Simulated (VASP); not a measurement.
# Ta5Ti3 (P4/mmm) in VASP: relaxation of cell and atoms with PBE

Aim: the relaxation of cell and atoms of Ta5Ti3 with PBE.

Program: VASP 6.6.1. These are calculated values, not measurements. Logs are shortened: lines on timing, memory, paths and dates and some standing lists are left out, and cuts for length are marked.

## 1. The cell of the first run

It takes space group P4/mmm (No. 123, tetragonal). The conventional cell has a = 3.309 Å, b = 3.309 Å, c = 13.061 Å, α = 90.00°, β = 90.00°, γ = 90.00°. Ti (site symmetry 4mm) has 5 Ta at 2.83 to 3.24 Å and 9 Ti at 2.85 to 3.31 Å within 3.7 Å. Ti (site symmetry 4/mmm) has 12 Ti at 2.85 to 3.31 Å and 2 Ta at 3.21 Å within 3.8 Å. Ta (site symmetry 4mm) has 5 Ti at 2.83 to 3.21 Å and 9 Ta at 2.86 to 3.32 Å within 3.7 Å. Ta (site symmetry 4/mmm) has 14 Ta at 2.88 to 3.32 Å within 3.8 Å. Ta (site symmetry 4mm) has 13 Ta at 2.86 to 3.34 Å and 1 Ti at 3.24 Å within 3.8 Å.

## 2. Relaxation of cell and atoms, PBE

The input, INCAR:

```
PREC     = Accurate       # precision mode
ENCUT    = 600            # plane-wave cutoff, eV
EDIFF    = 1E-6           # SCF threshold, eV
ISMEAR   = 0              # smearing method
SIGMA    = 0.1            # smearing width, eV
LREAL    = F              # projectors in reciprocal space
LASPH    = T              # aspherical terms in the spheres
NELM     = 100            # most SCF steps
ALGO     = Fast           # electronic algorithm
ISIF     = 3              # what is computed and relaxed
LWAVE    = F              # write WAVECAR
LCHARG   = F              # write CHGCAR
GGA      = PE             # functional
IBRION   = 2              # ionic algorithm
NSW      = 100            # ionic steps
EDIFFG   = -0.01          # ionic threshold
```

The input, KPOINTS:

```
regular mesh
0
Gamma
  10 10 4
```

The input, POSCAR:

```
Ta5Ti3
1.0
    3.3092758255      0.0000000000      0.0000000000
    0.0000000000      3.3092758255      0.0000000000
    0.0000000000      0.0000000000     13.0611260242
Ti Ta
3 5
Direct
    0.5000000000      0.5000000000      0.6241351402
    0.5000000000      0.5000000000      0.3758648598
    0.0000000000      0.0000000000      0.5000000000
    0.0000000000      0.0000000000      0.7461451602
    0.0000000000      0.0000000000      0.2538548398
    0.0000000000      0.0000000000      0.0000000000
    0.5000000000      0.5000000000      0.8720355727
    0.5000000000      0.5000000000      0.1279644273
```

Potentials or basis: VASP PAW PBE potentials, release 64 (Ti_sv, Ta_pv).

Started as:

```sh
cat potpaw_PBE.64/Ti_sv/POTCAR potpaw_PBE.64/Ta_pv/POTCAR > POTCAR
mpirun -np 1 vasp_std > vasp.out
```

OUTCAR:

```text
PREC = Accurate
   ENCUT = 600
   EDIFF = 1E-6
   ISMEAR = 0
   LREAL = F
   LASPH = T
   NELM = 100
   ISIF = 3
   GGA = PE
   IBRION = 2
   NSW = 100
   EDIFFG = -0.01

 ion  position               nearest neighbor table
   1  0.500  0.500  0.624-   4 2.83   4 2.83   4 2.83   4 2.83   3 2.85   3 2.85   3 2.85   3 2.85
                             7 3.24
   2  0.500  0.500  0.376-   5 2.83   5 2.83   5 2.83   5 2.83   3 2.85   3 2.85   3 2.85   3 2.85
                             8 3.24
   3  0.000  0.000  0.500-   1 2.85   2 2.85   1 2.85   2 2.85   1 2.85   2 2.85   1 2.85   2 2.85
                             4 3.21   5 3.21
   4  0.000  0.000  0.746-   1 2.83   1 2.83   1 2.83   1 2.83   7 2.86   7 2.86   7 2.86   7 2.86
                             3 3.21   6 3.32
   5  0.000  0.000  0.254-   2 2.83   2 2.83   2 2.83   2 2.83   8 2.86   8 2.86   8 2.86   8 2.86
                             3 3.21   6 3.32
   6  0.000  0.000  0.000-   7 2.88   8 2.88   7 2.88   8 2.88   7 2.88   8 2.88   7 2.88   8 2.88
                             4 3.32   5 3.32
   7  0.500  0.500  0.872-   4 2.86   4 2.86   4 2.86   4 2.86   6 2.88   6 2.88   6 2.88   6 2.88
                             1 3.24   8 3.34
   8  0.500  0.500  0.128-   5 2.86   5 2.86   5 2.86   5 2.86   6 2.88   6 2.88   6 2.88   6 2.88
                             2 3.24   7 3.34

  LATTYP: Found a simple tetragonal cell.
 ALAT       =     3.3092758255
 C/A-ratio  =     3.9468230250

  Lattice vectors:

 A1 = (   3.3092758255,   0.0000000000,   0.0000000000)
 A2 = (   0.0000000000,   3.3092758255,   0.0000000000)
 A3 = (   0.0000000000,   0.0000000000,  13.0611260242)

Analysis of symmetry for initial positions (statically):
=====================================================================
 Subroutine PRICEL returns:
 Original cell was already a primitive cell.

 Routine SETGRP: Setting up the symmetry group for a
 simple tetragonal supercell.

 Subroutine GETGRP returns: Found 16 space group operations
 (whereof 16 operations were pure point group operations)
 out of a pool of 16 trial point group operations.

The static configuration has the point symmetry D_4h.

Analysis of symmetry for dynamics (positions and initial velocities):
=====================================================================
 Subroutine PRICEL returns:
 Original cell was already a primitive cell.

 Routine SETGRP: Setting up the symmetry group for a
 simple tetragonal supercell.

 Subroutine GETGRP returns: Found 16 space group operations
 (whereof 16 operations were pure point group operations)
[... 126 lines left out ...]
   NUPDOWN=      -1.0000    fix difference up-down
   EMIN   =  10.00;   EMAX   =-10.00  energy-range for DOS
   EFERMI =   0.00;   METHOD = LEGACY
   ISMEAR =     0;   SIGMA  =   0.10  broadening in eV -4-tet -1-fermi 0-gaus
   EFERMI_NEDOS =   21; number of points for ismear=-14 and -15
   IALGO  =     68    algorithm
   IMIX   =      4    mixing-type and parameters
     AMIX     =   0.40;   BMIX     =  1.00
     AMIX_MAG =   1.60;   BMIX_MAG =  1.00
  volume/ion in A,a.u.               =      17.88       120.66
  Fermi-wavevector in a.u.,A,eV,Ry     =   1.408012  2.660757 26.973531  1.982499
  Thomas-Fermi vector in A             =   2.530213
   LORBIT       =      0    0 simple, 1 ext, 2 COOP (PROOUT), +10 PAW based schemes
   GGA     = PE    functional components
   LHFCALC =     F    Hartree Fock is set to
   AEXX    =    0.0000 exact exchange contribution
   IVDW    =     0    specifies the selected vdW correction
   LEPSILON=     F    determine dielectric tensor
   LRPA    =     F    only Hartree local field effects (RPA)
 conjugate gradient relaxation of ions
 non-spin polarized calculation
 RMM-DIIS sequential band-by-band and
 Gauss-broadening in eV      SIGMA  =   0.10
  energy-cutoff  :      600.00
  volume of cell :      143.04
 maximum number of plane-waves:      4820
 NGX is ok and might be reduce to    28
   NGX = 13   NGY = 13   NGZ = 53

--------------------------------------- Ionic step        1  -------------------------------------------

 number of electron      90.9999994 magnetization

 Free energy of the ion-electron system (eV)
  ---------------------------------------------------
  ext. energy  EPLUGINS =         0.00000000
  ---------------------------------------------------
  free energy    TOTEN  =       -82.17274733 eV

  energy without entropy =      -82.10116317  energy(sigma->0) =      -82.13695525

------------------------ aborting loop because EDIFF is reached ----------------------------------------

  FORCE on cell =-STRESS in cart. coord.  units (eV):
  Direction    XX          YY          ZZ          XY          YZ          ZX
  --------------------------------------------------------------------------------------
  -------------------------------------------------------------------------------------
  Total        0.1245720      0.1245720      0.4678116      0.0000000      0.0000000      0.0000000
  in kB        1.3953540      1.3953540      5.2400454      0.0000000      0.0000000      0.0000000
  external PRESSURE =       2.6769178 kB  Pullay stress =       0.0000000 kB
[... 113 lines left out ...]
--------------------------------------- Ionic step        4  -------------------------------------------

 number of electron      90.9999993 magnetization

 Free energy of the ion-electron system (eV)
  ---------------------------------------------------
  ext. energy  EPLUGINS =         0.00000000
  ---------------------------------------------------
  free energy    TOTEN  =       -82.17354928 eV

  energy without entropy =      -82.10230411  energy(sigma->0) =      -82.13792670

 E-fermi :   6.3833     XC(G=0): -12.1732

 val. band max:        6.3820495310   @ k =   0.4000   0.1000   0.0000
 cond. band min:       6.3868240125   @ k =   0.4000   0.1000   0.2500
 fundamental gap:      0.0047744815
 Fermi energy:         6.3833308169

 k-point     1 :       0.0000    0.0000    0.0000
  band No.  band energies     occupation
      1     -50.1707      2.00000
      2     -49.9459      2.00000
      3     -49.9272      2.00000
      4     -27.5744      2.00000
      5     -27.5342      2.00000
      6     -27.5234      2.00000
[... 1357 lines left out ...]
     53       8.4580      0.00000
     54       8.5516      0.00000

 [... further k-points ...]

------------------------ aborting loop because EDIFF is reached ----------------------------------------

  FORCE on cell =-STRESS in cart. coord.  units (eV):
  Direction    XX          YY          ZZ          XY          YZ          ZX
  --------------------------------------------------------------------------------------
  -------------------------------------------------------------------------------------
  Total       -0.0628759     -0.0628759      0.0536457      0.0000000      0.0000000     -0.0000000
  in kB       -0.7030737     -0.7030737      0.5998624      0.0000000      0.0000000     -0.0000000
  external PRESSURE =      -0.2687617 kB  Pullay stress =       0.0000000 kB
[... 23 lines left out ...]
  FREE ENERGIE OF THE ION-ELECTRON SYSTEM (eV)
  ---------------------------------------------------
  free  energy   TOTEN  =       -82.1735492817 eV

  energy  without entropy=      -82.1023041142  energy(sigma->0) =      -82.13792670

 reached required accuracy - stopping structural energy minimisation
```

OSZICAR:

```text
N       E                     dE             d eps       ncg     rms          rms(c)
DAV:   1     0.123469294335E+04    0.12347E+04   -0.51350E+04  6828   0.210E+03
DAV:   2     0.362454729100E+02   -0.11984E+04   -0.11784E+04  6804   0.633E+02
DAV:   3    -0.750767096678E+02   -0.11132E+03   -0.10548E+03 10016   0.158E+02
[... 82 lines left out ...]
RMM:  12    -0.821735447603E+02   -0.21939E-05   -0.24599E-05  7637   0.198E-02    0.635E-04
RMM:  13    -0.821735465799E+02   -0.18196E-05   -0.20663E-05  7176   0.171E-02    0.651E-04
RMM:  14    -0.821735476941E+02   -0.11142E-05   -0.13887E-05  6799   0.150E-02    0.124E-03
RMM:  15    -0.821735486232E+02   -0.92911E-06   -0.10797E-05  6582   0.134E-02    0.856E-04
RMM:  16    -0.821735492817E+02   -0.65848E-06   -0.78727E-06  6316   0.121E-02
   4 F= -.82173549E+02 E0= -.82137927E+02  d E =-.280938E-03
```

Run time: 57 min. Hardware: 1 thread of Oxide Virtual Turin-like, shared host; peak memory 0.57 GiB.

What came out:

```
Free energy                           : -82.1735 eV
Relaxed volume                        : 17.91 Å³/atom
Relaxed cell                          : a = 3.308 Å, b = 3.308 Å, c = 13.096 Å, α = 90.00°, β = 90.00°, γ = 90.00°
Space group after relaxing (to 0.1 Å) : P4/mmm (No. 123)
Energy gained by relaxing             : 0.1 meV/atom
Ionic steps                           : 4
Pressure after relaxing               : 0.0 GPa
Largest force after relaxing          : 0.003 eV/Å
Band gap on the k mesh                : zero (an odd number of electrons rules out a gap without spin polarisation)
```

Forces in eV/Å, atoms in the order of the input:
```
Ti   0.000  0.000 -0.003
Ti   0.000  0.000  0.003
Ti   0.000  0.000  0.000
Ta   0.000  0.000  0.003
Ta   0.000  0.000 -0.003
Ta   0.000  0.000  0.000
Ta   0.000  0.000  0.001
Ta   0.000  0.000 -0.001
```

Stress tensor (GPa, compression positive):
```
-0.07  0.00  0.00
 0.00 -0.07  0.00
 0.00  0.00  0.06
```

The path:
| step | energy change (eV) | largest force (eV/Å) | pressure (GPa) | volume (Å³) |
| --- | --- | --- | --- | --- |
| 1 | 0.0000 | 0.0387 | 0.27 | 143.04 |
| 2 | -0.0002 | 0.0210 | -0.43 | 143.66 |
| 3 | -0.0005 | 0.0253 | -0.13 | 143.37 |
| 4 | -0.0008 | 0.0031 | -0.03 | 143.28 |

Final structure:
```yaml
crystal:
  lattice:
    - [3.30772, 0.00000, 0.00000]
    - [0.00000, 3.30772, 0.00000]
    - [0.00000, 0.00000, 13.09597]
  atoms:
    - { symbol: Ti, position: [0.50000, 0.50000, 0.62393] }
    - { symbol: Ti, position: [0.50000, 0.50000, 0.37607] }
    - { symbol: Ti, position: [0.00000, 0.00000, 0.50000] }
    - { symbol: Ta, position: [0.00000, 0.00000, 0.74627] }
    - { symbol: Ta, position: [0.00000, 0.00000, 0.25373] }
    - { symbol: Ta, position: [0.00000, 0.00000, 0.00000] }
    - { symbol: Ta, position: [0.50000, 0.50000, 0.87184] }
    - { symbol: Ta, position: [0.50000, 0.50000, 0.12816] }
```

Levels at points of the mesh, in eV from the Fermi level:
| k point | band 43 | band 44 | band 45 | band 46 | band 47 | band 48 |
| --- | --- | --- | --- | --- | --- | --- |
| (0.00, 0.00, 0.00) | 0.72 | 0.72 | 0.77 | 0.97 | 0.97 | 1.18 |
| (0.50, 0.00, 0.00) | -0.24 | -0.07 | -0.07 | -0.06 | -0.04 | 1.20 |
| (0.50, 0.50, 0.00) | -0.71 | -0.41 | -0.41 | 0.10 | 0.10 | 0.25 |
| (0.00, 0.00, 0.50) | 0.74 | 0.74 | 0.84 | 0.90 | 0.91 | 0.91 |
| (0.50, 0.00, 0.50) | -0.35 | 0.53 | 0.58 | 0.58 | 0.61 | 0.61 |
| (0.50, 0.50, 0.50) | -0.59 | -0.41 | -0.41 | -0.34 | -0.34 | 0.80 |

Caveat: spin-orbit coupling is left out, which moves the levels of the heavy elements.
